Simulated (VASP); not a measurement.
Ni:

```xyz
2
Lattice="2.4480 0.0000 0.0000 -1.2240 2.1201 0.0000 0.0000 0.0000 4.0728" Properties=species:S:1:pos:R:3 pbc="T T T"
Ni    1.2240    0.7067    3.0546
Ni    0.0000    1.4134    1.0182
```

This isn't the form of Ni at room conditions, which is fcc.

| Property | Result |
| --- | --- |
| Program | VASP 6.6.1 |
| Task | relaxation of cell and atoms |
| Functional | LDA |
| Potentials or basis | VASP PAW LDA potentials, release 64 (Ni) |
| Cutoff | 600 eV |
| k mesh | 12 × 12 × 7 |
| Occupations | fermi-dirac, width 0.05 eV |
| Spin | collinear spin, ferromagnetic start |
| Starting moments | [1.0, 1.0] μB |

At the start: pressure -11.1 GPa; volume 10.57 Å³/atom.

Problem. How do energy, volume and symmetry change on relaxing?

Solution. Over 10 steps the energy falls by 19.9 meV/atom and the volume is 10.04 Å³/atom (-5.0 %); space group P6_3/mmc (No. 194, to 0.1 Å) before and after; moment 1.13 μB per cell.

Step by step:
| step | energy change (eV) | largest force (eV/Å) | pressure (GPa) | volume (Å³) |
| --- | --- | --- | --- | --- |
| 1 | 0.0000 | 0.0000 | -11.09 | 21.14 |
| 2 | 0.0148 | 0.0000 | 16.48 | 18.98 |
| 3 | -0.0389 | 0.0000 | -0.01 | 20.10 |
| 4 | -0.0389 | 0.0000 | 0.27 | 20.08 |
| 5 | -0.0397 | 0.0000 | 0.15 | 20.09 |
| 6 | -0.0397 | 0.0000 | 0.11 | 20.09 |
| 7 | -0.0397 | 0.0000 | 0.11 | 20.09 |
| 8 | -0.0397 | 0.0000 | 0.21 | 20.09 |
| 9 | -0.0397 | 0.0000 | 0.23 | 20.09 |
| 10 | -0.0397 | 0.0000 | 0.10 | 20.09 |

Final structure:
```
Ni
1.0
     2.41784    0.00000    0.00000
    -1.20892    2.09391    0.00000
     0.00000    0.00000    3.96775
Ni
2
Direct
  0.66667 0.33333 0.75000
  0.33333 0.66667 0.25000
```
